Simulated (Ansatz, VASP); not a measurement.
# W in VASP and in Ansatz

INCAR

```
PREC = Accurate
ENCUT = 520
EDIFF = 1E-6
ISMEAR = 0
SIGMA = 0.1
LREAL = F
LASPH = T
NELM = 100
ALGO = Normal
ISIF = 2
LWAVE = F
LCHARG = F
GGA = PS
NBANDS = 21
```

Contents of KPOINTS:

```
Automatic mesh
0
Gamma
  9 9 4
```

The input POSCAR:

```
W
1.0
    2.8225222493      0.0000000000      0.0000000000
   -1.4112611246      2.4443759706      0.0000000000
    0.0000000000      0.0000000000      4.6091788331
W
2
Direct
    0.3333333333      0.6666666667      0.2500000000
    0.6666666667      0.3333333333      0.7500000000
```

Input for Ansatz:

```yaml
crystal:
  lattice:
    - [2.8225222493, 0.0, 0.0]
    - [-1.4112611246, 2.4443759706, 0.0]
    - [0.0, 0.0, 4.6091788331]
  atoms:
    - { symbol: W, position: [0.3333333333, 0.6666666667, 0.25] }
    - { symbol: W, position: [0.6666666667, 0.3333333333, 0.75] }
basis:
  ecutwfc: 420
kpoints:
  mp_grid: { grid: [9, 9, 4] }
hamiltonian:
  xc: pbesol
scf:
  occupations: { method: gaussian, width: 0.1 }
output:
  forces: true
  stress: true
  eigenvalues: true
```

Alike in both runs: task single point; functional PBEsol; k mesh 9 × 9 × 4; occupations gaussian, width 0.1 eV; no spin polarisation.

|  | VASP | Ansatz |
| --- | --- | --- |
| version | VASP 6.6.1 | Ansatz 0.2.0 |
| potentials or method | VASP PAW PBE potentials, release 64 (W_sv), cutoff 520 eV | scalar-relativistic, plane waves, PAW |
| valence electrons in the cell | 28 | 28 |

|  | VASP | Ansatz | Ansatz less VASP |
| --- | --- | --- | --- |
| gap on the k mesh at the Fermi level (eV) | none | none | - |
| pressure (GPa) | 2.2 | 1.5 | -0.66 |
| traceless stress, the component that is largest in VASP (GPa) | 11.67 | 11.55 | -0.115 |

VASP's potentials were made for PBE, not for PBEsol. A gap of «none» marks a metal or a gap that the smearing closes.

Spin-orbit coupling is off throughout.
